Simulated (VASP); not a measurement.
Here is a VASP 6.6.1 calculation.

The input INCAR:

```
SYSTEM = Hf2N
ALGO = Normal
DIPOL = 0.5 0.5 0.480
EDIFF = 1E-7
ENCUT = 520
GGA = PS
IDIPOL = 3
ISIF = 2
ISMEAR = 0
LASPH = .TRUE.
LCHARG = .FALSE.
LDIPOL = .TRUE.
LREAL = Auto
LWAVE = .FALSE.
NBANDS = 90
NELM = 80
PREC = Accurate
SIGMA = 0.1
```

Contents of KPOINTS:

```
k-points
0
G
  11 5 1
  0 0 0
```

The input POSCAR:

```
Hf2N
1.0
    3.2274489605      0.0000000000      0.0000000000
    0.0000000000      7.4890229869      0.0000000000
    0.0000000000      0.0000000000     24.7017544593
Hf N
12 6
Direct
    0.5000000000      0.7045366964      0.3036221582
    0.5000000000      0.2954633036      0.3036221582
    0.0000000000      0.0000000000      0.3656331390
    0.0000000000      0.5000000000      0.3932000655
    0.5000000000      0.2045366964      0.4552110463
    0.5000000000      0.7954633036      0.4552110463
    0.0000000000      0.5000000000      0.5172220271
    0.0000000000      0.0000000000      0.5447889537
    0.5000000000      0.7045366964      0.6067999345
    0.5000000000      0.2954633036      0.6067999345
    0.0000000000      0.0000000000      0.6688109152
    0.0000000000      0.5000000000      0.6963778418
    0.0000000000      0.5000000000      0.3036221582
    0.5000000000      0.0000000000      0.3036221582
    0.0000000000      0.0000000000      0.4552110463
    0.5000000000      0.5000000000      0.4552110463
    0.0000000000      0.5000000000      0.6067999345
    0.5000000000      0.0000000000      0.6067999345
```

Potentials or basis: VASP PAW PBE potentials, release 64 (Hf_pv, N).

Run with:

```console
$ cat potpaw_PBE.64/Hf_pv/POTCAR potpaw_PBE.64/N/POTCAR > POTCAR
$ mpirun -np 1 vasp_std > vasp.out
```

(1) Estimate the largest force.

(2) What does it give for the band gap on the k mesh?

Answers

(1) 1.944 eV/Å.

(2) zero (bands 75 and 76 overlap by 1.02 eV).

Caveat: the PAW data sets were made with another functional, which shifts forces and pressure a little; spin-orbit coupling is left out, which moves the levels of the heavy elements.
